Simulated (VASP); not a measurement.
## Nb: single point with PBEsol

The system is Nb.

```xyz
1
Lattice="-1.6348 1.6348 1.6348 1.6348 -1.6348 1.6348 1.6348 1.6348 -1.6348" Properties=species:S:1:pos:R:3 pbc="T T T"
Nb    0.0000    0.0000    0.0000
```

```
Program             : VASP 6.6.1
Task                : single point
Functional          : PBEsol
Potentials or basis : VASP PAW PBE potentials, release 64 (Nb_sv)
Cutoff              : 500 eV
k mesh              : 9 × 9 × 9
Occupations         : gaussian, width 0.1 eV
Spin                : no spin polarisation
```

```json
{"Pressure": "-0.4 GPa", "Band gap on the k mesh": "zero (an odd number of electrons rules out a gap without spin polarisation)"}
```

Levels at points of the mesh, in eV from the Fermi level:
| k point | band 4 | band 5 | band 6 | band 7 | band 8 | band 9 |
| --- | --- | --- | --- | --- | --- | --- |
| (0.00, 0.00, 0.00) | -29.48 | -6.03 | 0.35 | 0.35 | 0.35 | 3.37 |

Run time: 3.1 s on 1 thread of Intel(R) Xeon(R) 6975P-C (Granite Rapids), with other jobs on the host, peak memory 0.13 GiB.

Caveat: the PAW data sets were made with another functional, which shifts forces and pressure a little.
